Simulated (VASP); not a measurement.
# C: single point with PBEsol

C:

```
C
1.0
     0.00000    2.09831    3.28392
     1.13429    0.00000    3.28392
     1.13429    2.09831    0.00000
C
2
Direct
  0.14316 0.85684 0.14316
  0.85684 0.14316 0.85684
```

This cell differs from its parent crystal: strained and its atoms moved.

```json
{
  "Program": "VASP 6.6.1",
  "Task": "single point",
  "Functional": "PBEsol",
  "Potentials or basis": "VASP PAW PBE potentials, release 64 (C)",
  "Cutoff": "520 eV",
  "k mesh": "14 × 14 × 14",
  "Occupations": "gaussian, width 0.02 eV",
  "Spin": "no spin polarisation"
}
```

The pressure is 66.3 GPa. The largest force is 14.455 eV/Å and the band gap on the k mesh is zero (band 4 reaches 6.56 eV, above the bottom of band 5 at 4.22 eV).

Forces on the atoms (eV/Å):
```
C     0.000  14.455   0.000
C     0.000 -14.455   0.000
```

Stress tensor (GPa, compression positive):
```
 74.42   0.00   0.00
  0.00 123.21   0.00
  0.00   0.00   1.12
```

Levels at points of the mesh, in eV from the Fermi level:
```csv
k point,band 2,band 3,band 4,band 5,band 6,band 7
"(0.00, 0.00, 0.00)",-7.69,-6.11,0.83,3.65,6.05,12.98
"(0.50, 0.00, 0.00)",-13.60,-7.48,-3.24,2.91,6.43,12.99
"(0.50, 0.50, 0.00)",-9.77,-6.08,0.78,5.99,10.23,13.02
"(0.50, 0.00, 0.50)",-14.86,-4.72,-0.71,0.07,10.20,11.11
"(0.00, 0.50, 0.50)",-14.61,-4.78,-2.53,-1.51,10.88,15.07
```

Run time: 75 s on 1 thread of Intel(R) Xeon(R) Platinum 8488C (Sapphire Rapids), on a shared host, peak memory 0.17 GiB.

Caveat: the cell differs from its parent crystal (strained and its atoms moved); the PAW data sets were made with another functional, which shifts forces and pressure a little.
